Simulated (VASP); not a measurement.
Set up this calculation in VASP 6.6.1, as the native input.

```yaml
Task: single point
Functional: r2SCAN
Potentials_or_basis: VASP PAW PBE potentials, release 64 (B_h, N_h)
Cutoff: 910 eV
k_mesh: 12 × 12 × 12
Occupations: gaussian, width 0.01 eV
Spin: no spin polarisation
Dipole_correction: no
Second_run: hard_potentials
Further_INCAR_settings: ALGO = Normal; EDIFF = 1e-06; NBANDS = 11
```

The system is BN (Qingsongite).

```
CELL_PARAMETERS angstrom
0.00000 1.80482 1.80482
1.80482 0.00000 1.80482
1.80482 1.80482 0.00000
ATOMIC_POSITIONS crystal
B 0.00000 0.00000 0.00000
N 0.25000 0.25000 0.25000
```

These files were run (other wordings do the same):

POSCAR

```
BN
1.0
    0.0000000000      1.8048245576      1.8048245576
    1.8048245576      0.0000000000      1.8048245576
    1.8048245576      1.8048245576      0.0000000000
B N
1 1
Direct
    0.0000000000      0.0000000000      0.0000000000
    0.2500000000      0.2500000000      0.2500000000
```

INCAR.step1

```
  ALGO = Normal
  EDIFF = 1E-5
  ENCUT = 910
  GGA = PE
  GGA_COMPAT = False
  ISMEAR = 0
  LASPH = True
  LCHARG = False
  LREAL = False
  LWAVE = True
  NBANDS = 11
  NELM = 120
  PREC = Accurate
  SIGMA = 0.01
```

INCAR.step2

```
  ALGO = Normal
  EDIFF = 1E-6
  ENCUT = 910
  GGA_COMPAT = False
  ISIF = 2
  ISMEAR = 0
  ISTART = 1
  LASPH = True
  LCHARG = False
  LMIXTAU = True
  LREAL = False
  LWAVE = False
  METAGGA = R2SCAN
  NBANDS = 11
  NELM = 120
  PREC = Accurate
  SIGMA = 0.01
```

KPOINTS

```
k-points
0
Gamma
  12 12 12
```

Potentials or basis: VASP PAW PBE potentials, release 64 (B_h, N_h).

Run with:

```sh
$ cat potpaw_PBE.64/B_h/POTCAR potpaw_PBE.64/N_h/POTCAR > POTCAR
$ cp INCAR.step1 INCAR
$ mpirun -np 1 vasp_std > vasp.out
$ cp INCAR.step2 INCAR
$ mpirun -np 1 vasp_std > vasp.out
```

Results of the run:

The pressure is -0.5 GPa. The band gap on the k mesh is 5.00 eV, indirect (least direct gap 9.57 eV).

Caveat: the cutoff is under 1.25 times the usual one of these potentials, so pressure, stress and relaxed cells hold a basis-set (Pulay) error; the PAW data sets were made with another functional, which shifts forces and pressure a little.

Wall time 77 s on 1 thread of Intel(R) Xeon(R) Platinum 8259CL CPU @ 2.50GHz (Skylake/Cascade Lake) (shared host), peak memory 0.17 GiB.
